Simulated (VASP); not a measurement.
Wanted: the native input for a VASP 6.6.1 run.

```
Task                   : single point
Functional             : PBE
Dispersion             : D3(BJ)
Potentials or basis    : VASP PAW PBE potentials, release 64 (B, N)
Cutoff                 : 520 eV
k mesh                 : 10 × 10 × 1
Occupations            : gaussian, width 0.02 eV
Spin                   : no spin polarisation
Dipole correction      : yes
Further INCAR settings : ALGO = Normal; EDIFF = 1e-06; NBANDS = 16
```

The structure of BN lies in POSCAR:

```
BN
1.0
    2.5087542034      0.0014369843      0.0000000000
    1.2531178291      2.1733719020      0.0000000000
    0.0000000000      0.0000000000     32.6000000000
B N
2 2
Direct
    0.4999824924      0.4999824924      0.4483813683
    0.8333508410      0.8333508410      0.5516186317
    0.8333169661      0.8333169661      0.4483287051
    0.5000163672      0.5000163672      0.5516712949
```

These files were run (other wordings do the same):

INCAR

```
SYSTEM = BN
ALGO = Normal ; DIPOL = 0.5 0.5 0.500
EDIFF = 1E-6 ; ENCUT = 520
GGA = PE ; IDIPOL = 3
ISIF = 2 ; ISMEAR = 0
IVDW = 12 ; LASPH = .TRUE.
LCHARG = .TRUE. ; LDIPOL = .TRUE.
LELF = .TRUE. ; LREAL = .FALSE.
LVACPOTAV = .TRUE. ; LVHAR = .TRUE.
LWAVE = .FALSE. ; NBANDS = 16
NELM = 100 ; PREC = Accurate
SIGMA = 0.02
```

KPOINTS

```
k-points
0
G
  10 10 1
  0 0 0
```

Potentials or basis: VASP PAW PBE potentials, release 64 (B, N).

Run with:

```sh
$ cat potpaw_PBE.64/B/POTCAR potpaw_PBE.64/N/POTCAR > POTCAR
$ mpirun -np 1 vasp_std > vasp.out
```

It gave:

The largest force is 0.005 eV/Å. The band gap on the k mesh is 4.55 eV, indirect (least direct gap 4.82 eV) and the dispersion energy per atom is -0.105 eV.

Run time: 77 s on 1 thread of Intel(R) Xeon(R) 6975P-C (Granite Rapids) (shared host), peak memory 0.33 GiB.
